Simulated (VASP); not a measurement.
Wanted: the native input for a VASP 6.6.1 run.

```
Task                   : single point
Functional             : r2SCAN
Potentials or basis    : VASP PAW PBE potentials, release 64 (Ti_sv, Si)
Cutoff                 : 520 eV
k mesh                 : 16 × 16 × 12
Occupations            : gaussian, width 0.1 eV
Spin                   : no spin polarisation
Dipole correction      : no
Further INCAR settings : ALGO = Normal; EDIFF = 1e-07; NBANDS = 15
```

Crystal: TiSi.

```xyz
2
Lattice="1.8154 -2.0775 0.0000 1.8154 2.0775 0.0000 0.0000 0.0000 3.8135" Properties=species:S:1:pos:R:3 pbc="T T T"
Ti    1.8154    0.0000    0.0000
Si    0.0000    0.0000    1.9068
```

One way to write it, as run:

POSCAR

```
TiSi
1.0
    1.8153525039     -2.0775108116      0.0000000000
    1.8153525039      2.0775108116      0.0000000000
    0.0000000000      0.0000000000      3.8135469854
Ti Si
1 1
Direct
    0.5000000000      0.5000000000      0.0000000000
    0.0000000000      0.0000000000      0.5000000000
```

INCAR.step1

```
SYSTEM = TiSi
ALGO     = Normal         ! electronic algorithm
EDIFF    = 1E-4           ! SCF threshold, eV
ENCUT    = 520            ! plane-wave cutoff, eV
GGA      = PE             ! functional
ISMEAR   = 0              ! smearing method
LASPH    = .TRUE.         ! aspherical terms in the spheres
LCHARG   = .FALSE.        ! write CHGCAR
LREAL    = .FALSE.        ! projectors in reciprocal space
LWAVE    = .TRUE.         ! write WAVECAR
NBANDS   = 15             ! bands
NELM     = 100            ! most SCF steps
PREC     = Accurate       ! precision mode
SIGMA    = 0.1            ! smearing width, eV
```

INCAR.step2

```
SYSTEM = TiSi
ALGO     = Normal         ! electronic algorithm
EDIFF    = 1E-7           ! SCF threshold, eV
ENCUT    = 520            ! plane-wave cutoff, eV
ISIF     = 2              ! what is computed and relaxed
ISMEAR   = 0              ! smearing method
ISTART   = 1            
LASPH    = .TRUE.         ! aspherical terms in the spheres
LCHARG   = .FALSE.        ! write CHGCAR
LMIXTAU  = .TRUE.       
LREAL    = .FALSE.        ! projectors in reciprocal space
LWAVE    = .FALSE.        ! write WAVECAR
METAGGA  = R2SCAN         ! meta-GGA
NBANDS   = 15             ! bands
NELM     = 100            ! most SCF steps
PREC     = Accurate       ! precision mode
SIGMA    = 0.1            ! smearing width, eV
```

KPOINTS

```
k-points
0
G
  16 16 12
  0 0 0
```

Potentials or basis: VASP PAW PBE potentials, release 64 (Ti_sv, Si).

The run is started by

```sh
$ cat potpaw_PBE.64/Ti_sv/POTCAR potpaw_PBE.64/Si/POTCAR > POTCAR
$ cp INCAR.step1 INCAR
$ mpirun -np 1 vasp_std > vasp.out
$ cp INCAR.step2 INCAR
$ mpirun -np 1 vasp_std > vasp.out
```

It gave:

| Quantity | Value |
| --- | --- |
| Pressure | 0.4 GPa |
| Band gap on the k mesh | zero (bands 8 and 9 overlap by 1.71 eV) |

Caveat: the PAW data sets were made with another functional, which shifts forces and pressure a little.

Wall time 9.6 min on 1 thread of Intel(R) Xeon(R) Platinum 8488C (Sapphire Rapids) (shared host), peak memory 0.33 GiB.
